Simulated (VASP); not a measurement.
Input of a VASP 6.6.1 run:

File POSCAR:

```
InP
1.0
    2.8945948488      2.8945948488      0.0000000000
   -2.8945948488      2.8945948488      0.0000000000
    0.0000000000      2.8945948488      2.9891122316
In P
1 1
Direct
    0.0000000000      0.0000000000      0.0000000000
    0.7500000000      0.2500000000      0.5000000000
```

Contents of INCAR.step1:

```
SYSTEM = InP
PREC = Accurate
ENCUT = 520
ISMEAR = 0
SIGMA = 0.01
LREAL = .False.
LASPH = .True.
NELM = 60
NBANDS = 16
GGA = PE
ALGO = Normal
EDIFF = 1E-4
LWAVE = .True.
LCHARG = .False.
```

The input INCAR.step2:

```
SYSTEM = InP
PREC = Accurate
ENCUT = 520
EDIFF = 1E-6
ISMEAR = 0
SIGMA = 0.01
LREAL = .False.
LASPH = .True.
NELM = 60
ALGO = Normal
ISIF = 2
LWAVE = .False.
LCHARG = .False.
METAGGA = R2SCAN
LMIXTAU = .True.
NBANDS = 16
ISTART = 1
```

The input KPOINTS:

```
regular mesh
0
Gamma
  8 8 8
  0 0 0
```

Potentials or basis: VASP PAW PBE potentials, release 64 (In_d, P).

Launch:

```bash
$ cat potpaw_PBE.64/In_d/POTCAR potpaw_PBE.64/P/POTCAR > POTCAR
$ cp INCAR.step1 INCAR
$ mpirun -np 1 vasp_std > vasp.out
$ cp INCAR.step2 INCAR
$ mpirun -np 1 vasp_std > vasp.out
```

(1) Estimate the band gap on the k mesh.

(2) Predict the pressure.

Results:

(1) 1.14 eV, direct.

(2) 1.9 GPa.

Caveat: the cell differs from its parent crystal (in-plane strain -0.02); the PAW data sets were made with another functional, which shifts forces and pressure a little; spin-orbit coupling is left out, which moves the levels of the heavy elements.
